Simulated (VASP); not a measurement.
# GaN (P6_3mc) in VASP: further runs

Aim: see how the results for GaN move with the level of theory and the settings. Levels: PBE, r2SCAN. Tasks: single point.

Program: VASP 6.6.1. These are calculated values, not measurements. Logs are shortened: lines on timing, memory, paths and dates and some standing lists are left out, and cuts for length are marked.

**Measured values to compare with.**

From “Studying electronic properties in GaN without electrical contacts using γ-γ vs e−-γ Perturbed Angular Correlations”, 2019, pmc:6823545, for a bulk crystal of GaN: band gap 3.503 ± 0.005 eV (direct).

The runs below are set against these values where they give the same quantity.

## 1. The cell of the first run

Symmetry: P6_3mc, No. 186, hexagonal system. The conventional cell has a = 3.183 Å, b = 3.183 Å, c = 5.184 Å, α = 90.00°, β = 90.00°, γ = 120.00°. Ga (site symmetry 3m) has 4 N at 1.95 Å within 2.6 Å. Within 2.6 Å of N (site symmetry 3m) lie 4 Ga at 1.95 Å.

## 2. Single point, PBE

The input, INCAR:

```
SYSTEM = GaN
PREC = Accurate
ENCUT = 600
EDIFF = 1E-6
ISMEAR = 0
SIGMA = 0.01
LREAL = .FALSE.
LASPH = .TRUE.
NELM = 120
ALGO = Normal
ISIF = 2
LWAVE = .FALSE.
LCHARG = .FALSE.
GGA = PE
NBANDS = 26
GGA_COMPAT = .FALSE.
```

The input, KPOINTS:

```
Automatic mesh
0
G
  9 9 4
  0 0 0
```

The input, POSCAR:

```
GaN
1.0
    3.1831495813      0.0000000000      0.0000000000
   -1.5915747906      2.7566884014      0.0000000000
    0.0000000000      0.0000000000      5.1836255286
Ga N
2 2
Direct
    0.3333333333      0.6666666667     -0.0008868509
    0.6666666667      0.3333333333      0.4991131491
    0.3333333333      0.6666666667      0.3758868509
    0.6666666667      0.3333333333      0.8758868509
```

Potentials or basis: VASP PAW PBE potentials, release 64 (Ga_d, N).

Launch:

```
$ cat potpaw_PBE.64/Ga_d/POTCAR potpaw_PBE.64/N/POTCAR > POTCAR
$ mpirun -np 1 vasp_std > vasp.out
```

OUTCAR:

```text
SYSTEM = GaN
   PREC = Accurate
   ENCUT = 600
   EDIFF = 1E-6
   ISMEAR = 0
   LREAL = .FALSE.
   LASPH = .TRUE.
   NELM = 120
   ISIF = 2
   GGA = PE

 ion  position               nearest neighbor table
   1  0.333  0.667  0.999-   4 1.95   4 1.95   4 1.95   3 1.95
   2  0.667  0.333  0.499-   3 1.95   3 1.95   3 1.95   4 1.95
   3  0.333  0.667  0.376-   2 1.95   2 1.95   2 1.95   1 1.95
   4  0.667  0.333  0.876-   1 1.95   1 1.95   1 1.95   2 1.95

  LATTYP: Found a hexagonal cell.
 ALAT       =     3.1831495813
 C/A-ratio  =     1.6284580401

  Lattice vectors:

 A1 = (   3.1831495813,   0.0000000000,   0.0000000000)
 A2 = (  -1.5915747906,   2.7566884014,   0.0000000000)
 A3 = (   0.0000000000,   0.0000000000,   5.1836255286)

Analysis of symmetry for initial positions (statically):
=====================================================================
 Subroutine PRICEL returns:
 Original cell was already a primitive cell.

 Routine SETGRP: Setting up the symmetry group for a
 hexagonal supercell.

 Subroutine GETGRP returns: Found 12 space group operations
 (whereof  6 operations were pure point group operations)
 out of a pool of 24 trial point group operations.

The static configuration has the point symmetry C_3v.
 The point group associated with its full space group is C_6v.

Analysis of symmetry for dynamics (positions and initial velocities):
=====================================================================
 Subroutine PRICEL returns:
 Original cell was already a primitive cell.

 Routine SETGRP: Setting up the symmetry group for a
 hexagonal supercell.

 Subroutine GETGRP returns: Found 12 space group operations
 (whereof  6 operations were pure point group operations)
 out of a pool of 24 trial point group operations.

The dynamic configuration has the point symmetry C_3v.
 The point group associated with its full space group is C_6v.

 Subroutine INISYM returns: Found 12 space group operations
 (whereof  6 operations are pure point group operations),
 and found     1 'primitive' translations

----------------------------------------------------------------------------------------

                                     Primitive cell
[... 90 lines left out ...]
   LNONCOLLINEAR =      F non collinear calculations
   LSORBIT =      F    spin-orbit coupling
   LASPH  =      T    aspherical Exc in radial PAW
   ENCUT  =  600.0 eV  44.10 Ry    6.64 a.u.   6.36  6.36 10.35*2*pi/ulx,y,z
   NELM   =    120;   NELMIN=  2; NELMDL= -5     # of ELM steps
   EDIFF  = 0.1E-05   stopping-criterion for ELM
   LREAL  =      F    real-space projection
   EDIFFG = 0.1E-04   stopping-criterion for IOM
   NSW    =      0    number of steps for IOM
   IBRION =     -1    ionic relax: 0-MD 1-quasi-New 2-CG
   NFREE  =      0    steps in history (QN), initial steepest desc. (CG)
   ISIF   =      2    stress and relaxation
   ISYM   =      2    0-nonsym 1-usesym 2-fastsym
   POTIM  = 0.5000    time-step for ionic-motion
   TEBEG  =    0.0;   TEEND  =   0.0 temperature during run
   PSTRESS=    0.0 pullay stress
   NELECT =      36.0000    total number of electrons
   NUPDOWN=      -1.0000    fix difference up-down
   EMIN   =  10.00;   EMAX   =-10.00  energy-range for DOS
   EFERMI =   0.00;   METHOD = LEGACY
   ISMEAR =     0;   SIGMA  =   0.01  broadening in eV -4-tet -1-fermi 0-gaus
   EFERMI_NEDOS =   21; number of points for ismear=-14 and -15
   IALGO  =     38    algorithm
   IMIX   =      4    mixing-type and parameters
     AMIX     =   0.40;   BMIX     =  1.00
     AMIX_MAG =   1.60;   BMIX_MAG =  1.00
  volume/ion in A,a.u.               =      11.37        76.74
  Fermi-wavevector in a.u.,A,eV,Ry     =   1.514315  2.861640 31.200198  2.293150
  Thomas-Fermi vector in A             =   2.623989
   LORBIT       =      0    0 simple, 1 ext, 2 COOP (PROOUT), +10 PAW based schemes
   GGA     = PE    functional components
   LHFCALC =     F    Hartree Fock is set to
   AEXX    =    0.0000 exact exchange contribution
   IVDW    =     0    specifies the selected vdW correction
   LEPSILON=     F    determine dielectric tensor
   LRPA    =     F    only Hartree local field effects (RPA)
 non-spin polarized calculation
 Gauss-broadening in eV      SIGMA  =   0.01
  energy-cutoff  :      600.00
  volume of cell :       45.49
 maximum number of plane-waves:      1535
 NGX is ok and might be reduce to    28
   NGX = 13   NGY = 13   NGZ = 21

 number of electron      35.9999996 magnetization

 Free energy of the ion-electron system (eV)
  ---------------------------------------------------
  ext. energy  EPLUGINS =         0.00000000
  ---------------------------------------------------
  free energy    TOTEN  =       -24.29996086 eV

  energy without entropy =      -24.29996086  energy(sigma->0) =      -24.29996086

 E-fermi :   5.4968     XC(G=0): -11.6932

 val. band max:        5.3661245819   @ k =   0.0000   0.0000   0.0000
 cond. band min:       7.3083239380   @ k =   0.0000   0.0000   0.0000
 fundamental gap:      1.9421993561
 Fermi energy:         5.4967575513

 k-point     1 :       0.0000    0.0000    0.0000
  band No.  band energies     occupation
      1     -10.6511      2.00000
      2      -9.7159      2.00000
      3      -8.0749      2.00000
      4      -8.0596      2.00000
      5      -8.0596      2.00000
      6      -7.9975      2.00000
[... 685 lines left out ...]
     25      18.5256      0.00000
     26      18.9407      0.00000

 [... further k-points ...]

------------------------ aborting loop because EDIFF is reached ----------------------------------------

  FORCE on cell =-STRESS in cart. coord.  units (eV):
  Direction    XX          YY          ZZ          XY          YZ          ZX
  --------------------------------------------------------------------------------------
  -------------------------------------------------------------------------------------
  Total        1.7236873      1.7236873      1.7542723      0.0000000     -0.0000000      0.0000000
  in kB       60.7142609     60.7142609     61.7915710      0.0000000     -0.0000000      0.0000000
  external PRESSURE =      61.0733643 kB  Pullay stress =       0.0000000 kB

 VOLUME and BASIS-vectors are now :
 -----------------------------------------------------------------------------
  energy-cutoff  :      600.00
  volume of cell :       45.49
      direct lattice vectors                 reciprocal lattice vectors
     3.183149581  0.000000000  0.000000000     0.314154260  0.181377046  0.000000000
    -1.591574791  2.756688401  0.000000000     0.000000000  0.362754093  0.000000000
     0.000000000  0.000000000  5.183625529     0.000000000  0.000000000  0.192915170

 POSITION                                       TOTAL-FORCE (eV/Angst)
 -----------------------------------------------------------------------------------
     -0.00000      1.83779      5.17903        -0.000000     -0.000000      0.004831
      1.59157      0.91890      2.58722         0.000000     -0.000000      0.004831
     -0.00000      1.83779      1.94846        -0.000000     -0.000000     -0.004831
      1.59157      0.91890      4.54027        -0.000000      0.000000     -0.004831
 -----------------------------------------------------------------------------------
    total drift:                               -0.000000     -0.000000     -0.000447

  FREE ENERGIE OF THE ION-ELECTRON SYSTEM (eV)
  ---------------------------------------------------
  free  energy   TOTEN  =       -24.2999608575 eV

  energy  without entropy=      -24.2999608575  energy(sigma->0) =      -24.29996086
```

OSZICAR:

```text
N       E                     dE             d eps       ncg     rms          rms(c)
DAV:   1     0.298208897851E+03    0.29821E+03   -0.19344E+04  2036   0.281E+03
DAV:   2     0.108551663801E+02   -0.28735E+03   -0.27104E+03  2008   0.529E+02
DAV:   3    -0.269799761232E+02   -0.37835E+02   -0.37308E+02  2256   0.152E+02
DAV:   4    -0.283040308317E+02   -0.13241E+01   -0.13179E+01  2154   0.303E+01
DAV:   5    -0.283324176270E+02   -0.28387E-01   -0.28356E-01  2344   0.432E+00    0.109E+01
DAV:   6    -0.242134289005E+02    0.41190E+01   -0.99675E+00  3102   0.498E+01    0.301E+00
DAV:   7    -0.243182745596E+02   -0.10485E+00   -0.14843E+00  1984   0.959E+00    0.270E+00
DAV:   8    -0.243141159647E+02    0.41586E-02   -0.14708E-01  3048   0.535E+00    0.792E-01
DAV:   9    -0.242994147139E+02    0.14701E-01   -0.50258E-02  3048   0.385E+00    0.340E-01
DAV:  10    -0.243000242945E+02   -0.60958E-03   -0.41271E-03  1974   0.473E-01    0.611E-02
DAV:  11    -0.242999597382E+02    0.64556E-04   -0.60820E-04  2650   0.462E-01    0.403E-02
DAV:  12    -0.242999627942E+02   -0.30560E-05   -0.67585E-05  2024   0.617E-02    0.346E-02
DAV:  13    -0.242999656089E+02   -0.28148E-05   -0.84565E-05  2768   0.959E-02    0.417E-02
DAV:  14    -0.242999611049E+02    0.45041E-05   -0.15273E-05  2186   0.340E-02    0.185E-02
DAV:  15    -0.242999608575E+02    0.24735E-06   -0.17700E-06  1814   0.884E-03
   1 F= -.24299961E+02 E0= -.24299961E+02  d E =-.268781E-78
```

stdout:

```text
POSCAR found type information on POSCAR GaN
 POSCAR found :  2 types and       4 ions
 scaLAPACK will be used
 LDA part: xc-table for (Slater+PW92), standard interpolation
 POSCAR, INCAR and KPOINTS ok, starting setup
 FFT: planning ... GRIDC
 FFT: planning ... GRID_SOFT
 FFT: planning ... GRID
 WAVECAR not read
 entering main loop
```

It took 52 s on 1 thread of Intel Xeon 6975P-C, shared host; peak memory 0.2 GiB.

What came out:

```yaml
Free_energy: -24.3000 eV
Pressure: 6.1 GPa
Largest_force: 0.005 eV/Å
Band_gap_on_the_k_mesh: 1.94 eV, direct
```

Forces on the atoms (eV/Å):
```
Ga   0.000  0.000  0.005
Ga   0.000  0.000  0.005
N    0.000  0.000 -0.005
N    0.000  0.000 -0.005
```

Levels at points of the mesh, in eV from the valence-band top:
```csv
k point,band 16,band 17,band 18,band 19,band 20,band 21
"(0.00, 0.00, 0.00)",-0.04,0.00,0.00,1.94,4.28,9.22
"(0.00, 0.00, 0.50)",-0.53,-0.53,-0.53,4.28,4.28,8.49
```

## 3. Single point, r2SCAN

POSCAR is that of step 2.

The input, INCAR.step1:

```
  PREC = Accurate
  ENCUT = 660
  ISMEAR = 0
  SIGMA = 0.01
  LREAL = False
  LASPH = True
  NELM = 120
  NBANDS = 26
  GGA = PE
  ALGO = Normal
  EDIFF = 1E-5
  LWAVE = True
  LCHARG = False
  GGA_COMPAT = False
```

The input, INCAR.step2:

```
  PREC = Accurate
  ENCUT = 660
  EDIFF = 1E-6
  ISMEAR = 0
  SIGMA = 0.01
  LREAL = False
  LASPH = True
  NELM = 120
  ALGO = Normal
  ISIF = 2
  LWAVE = False
  LCHARG = False
  METAGGA = R2SCAN
  LMIXTAU = True
  NBANDS = 26
  ISTART = 1
  GGA_COMPAT = False
```

The input, KPOINTS:

```
Automatic mesh
0
Gamma
  9 9 4
```

Potentials or basis: VASP PAW PBE potentials, release 64 (Ga_d, N).

Launch:

```
$ cat potpaw_PBE.64/Ga_d/POTCAR potpaw_PBE.64/N/POTCAR > POTCAR
$ cp INCAR.step1 INCAR
$ mpirun -np 1 vasp_std > vasp.out
$ cp INCAR.step2 INCAR
$ mpirun -np 1 vasp_std > vasp.out
```

OUTCAR:

```text
PREC = Accurate
   ENCUT = 660
   EDIFF = 1E-6
   ISMEAR = 0
   LREAL = False
   LASPH = True
   NELM = 120
   ISIF = 2
   METAGGA = R2SCAN
   ISTART = 1

 ion  position               nearest neighbor table
   1  0.333  0.667  0.999-   4 1.95   4 1.95   4 1.95   3 1.95
   2  0.667  0.333  0.499-   3 1.95   3 1.95   3 1.95   4 1.95
   3  0.333  0.667  0.376-   2 1.95   2 1.95   2 1.95   1 1.95
   4  0.667  0.333  0.876-   1 1.95   1 1.95   1 1.95   2 1.95

  LATTYP: Found a hexagonal cell.
[... 897 lines left out ...]
  FORCE on cell =-STRESS in cart. coord.  units (eV):
  Direction    XX          YY          ZZ          XY          YZ          ZX
  --------------------------------------------------------------------------------------
  -------------------------------------------------------------------------------------
  Total        0.2957562      0.2957562      0.3034525      0.0000000      0.0000000      0.0000000
  in kB       10.4175627     10.4175626     10.6886521      0.0000000      0.0000000      0.0000000
  external PRESSURE =      10.5079258 kB  Pullay stress =       0.0000000 kB

 VOLUME and BASIS-vectors are now :
 -----------------------------------------------------------------------------
  energy-cutoff  :      660.00
  volume of cell :       45.49
      direct lattice vectors                 reciprocal lattice vectors
     3.183149581  0.000000000  0.000000000     0.314154260  0.181377046  0.000000000
    -1.591574791  2.756688401  0.000000000     0.000000000  0.362754093  0.000000000
     0.000000000  0.000000000  5.183625529     0.000000000  0.000000000  0.192915170

 POSITION                                       TOTAL-FORCE (eV/Angst)
 -----------------------------------------------------------------------------------
     -0.00000      1.83779      5.17903        -0.000000      0.000000      0.002219
      1.59157      0.91890      2.58722         0.000000     -0.000000      0.002219
     -0.00000      1.83779      1.94846        -0.000000      0.000000     -0.002219
      1.59157      0.91890      4.54027        -0.000000      0.000000     -0.002219
 -----------------------------------------------------------------------------------
    total drift:                                0.000001      0.000001     -0.002527

  FREE ENERGIE OF THE ION-ELECTRON SYSTEM (eV)
  ---------------------------------------------------
  free  energy   TOTEN  =       -43.8218533706 eV

  energy  without entropy=      -43.8218533706  energy(sigma->0) =      -43.82185337
```

OUTCAR.step1:

```text
PREC = Accurate
   ENCUT = 660
   ISMEAR = 0
   LREAL = False
   LASPH = True
[... 927 lines left out ...]
     -0.00000      1.83779      5.17903         0.000000     -0.000000      0.005278
      1.59157      0.91890      2.58722        -0.000000      0.000000      0.005278
     -0.00000      1.83779      1.94846        -0.000000     -0.000000     -0.005278
      1.59157      0.91890      4.54027         0.000000     -0.000000     -0.005278
 -----------------------------------------------------------------------------------
    total drift:                               -0.000000     -0.000000      0.000391

  FREE ENERGIE OF THE ION-ELECTRON SYSTEM (eV)
  ---------------------------------------------------
  free  energy   TOTEN  =       -24.3042577480 eV

  energy  without entropy=      -24.3042577480  energy(sigma->0) =      -24.30425775
```

OSZICAR.step1:

```text
N       E                     dE             d eps       ncg     rms          rms(c)
DAV:   1     0.312196313118E+03    0.31220E+03   -0.20233E+04  2042   0.299E+03
DAV:   2     0.140998334109E+02   -0.29810E+03   -0.28059E+03  1976   0.549E+02
DAV:   3    -0.267470067491E+02   -0.40847E+02   -0.40212E+02  2198   0.161E+02
DAV:   4    -0.283046754032E+02   -0.15577E+01   -0.15499E+01  2248   0.333E+01
DAV:   5    -0.283388406953E+02   -0.34165E-01   -0.34120E-01  2328   0.474E+00    0.109E+01
DAV:   6    -0.242141849131E+02    0.41247E+01   -0.99632E+00  3118   0.502E+01    0.298E+00
DAV:   7    -0.243223460922E+02   -0.10816E+00   -0.15131E+00  1986   0.101E+01    0.269E+00
DAV:   8    -0.243193394969E+02    0.30066E-02   -0.15233E-01  2984   0.546E+00    0.830E-01
DAV:   9    -0.243036902984E+02    0.15649E-01   -0.53149E-02  3068   0.395E+00    0.350E-01
DAV:  10    -0.243043246629E+02   -0.63436E-03   -0.43564E-03  1976   0.532E-01    0.650E-02
DAV:  11    -0.243042488126E+02    0.75850E-04   -0.74733E-04  2614   0.517E-01    0.461E-02
DAV:  12    -0.243042577480E+02   -0.89354E-05   -0.91676E-05  2022   0.700E-02
   1 F= -.24304258E+02 E0= -.24304258E+02  d E =-.254855E-72
```

Run time: 3.3 min. Hardware: 1 thread of Intel Xeon 6975P-C, shared host; peak memory 0.22 GiB.

What came out:

| Item | Value |
| --- | --- |
| Free energy | -43.8219 eV |
| Pressure | 1.1 GPa |
| Band gap on the k mesh | 2.34 eV, direct |

Forces on the atoms (eV/Å):
```
Ga   0.000  0.000  0.002
Ga   0.000  0.000  0.002
N    0.000  0.000 -0.002
N    0.000  0.000 -0.002
```

Caveat: the PAW data sets were made with another functional, which shifts forces and pressure a little.

[end of part 1 of 2]
